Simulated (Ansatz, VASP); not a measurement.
**F: VASP beside Ansatz**

Contents of INCAR:

```
SYSTEM = F
PREC = Accurate
ENCUT = 520
EDIFF = 1E-7
ISMEAR = 0
SIGMA = 0.05
LREAL = .FALSE.
LASPH = .TRUE.
NELM = 100
ALGO = Normal
ISIF = 2
LWAVE = .FALSE.
LCHARG = .TRUE.
GGA = PE
IVDW = 12
LELF = .TRUE.
LVHAR = .TRUE.
NBANDS = 22
```

Contents of KPOINTS:

```
regular mesh
0
G
  8 8 4
  0 0 0
```

Contents of POSCAR:

```
F
1.0
    2.9659450797     -1.8478135725      0.3130048871
    2.9659450797      1.8478135725      0.3130048871
   -0.8649678315      0.0000000000      6.9598814047
F
4
Direct
    0.9138648456      0.5855481450      0.0939279973
    0.4144518550      0.0861351544      0.4060720027
    0.0861351544      0.4144518550      0.9060720027
    0.5855481450      0.9138648456      0.5939279973
```

Input for Ansatz:

```yaml
crystal:
  lattice:
    - [2.9659450797, -1.8478135725, 0.3130048871]
    - [2.9659450797, 1.8478135725, 0.3130048871]
    - [-0.8649678315, 0.0, 6.9598814047]
  atoms:
    - { symbol: F, position: [0.9138648456, 0.585548145, 0.0939279973] }
    - { symbol: F, position: [0.414451855, 0.0861351544, 0.4060720027] }
    - { symbol: F, position: [0.0861351544, 0.414451855, 0.9060720027] }
    - { symbol: F, position: [0.585548145, 0.9138648456, 0.5939279973] }
basis:
  ecutwfc: 520.0
kpoints:
  mp_grid: { grid: [8, 8, 4] }
hamiltonian:
  xc: pbe
  dispersion: d3bj
scf:
  occupations: { method: gaussian, width: 0.05 }
output:
  forces: true
  stress: true
  eigenvalues: true
```

Change from the starting cell: volume 19.322 Å^3 an atom, stretch along a over the lengths across it, relative to the relaxed cell 1.0202.

Alike in both runs: task single point; functional PBE; dispersion D3(BJ); k mesh 8 × 8 × 4; occupations gaussian, width 0.05 eV; no spin polarisation.

|  | VASP | Ansatz |
| --- | --- | --- |
| version | VASP 6.6.1 | Ansatz 0.2.0 |
| potentials or method | VASP PAW PBE potentials, release 64 (F), cutoff 520 eV | scalar-relativistic, plane waves, PAW |
| valence electrons in the cell | 28 | 28 |

|  | VASP | Ansatz | Ansatz less VASP |
| --- | --- | --- | --- |
| gap on the k mesh at the Fermi level (eV) | 2.53 | 2.60 | +0.064 |
| least direct gap on the mesh (eV) | 2.53 | 2.60 | +0.064 |
| pressure (GPa) | -2.8 | -3.0 | -0.16 |
| traceless stress, the component that is largest in VASP (GPa) | -3.03 | -3.89 | -0.863 |
| rms of the force components (eV/Å) | 0.597 | 0.768 | +0.1713 |

Atom by atom the forces differ by 0.171 eV/Å (rms over components).
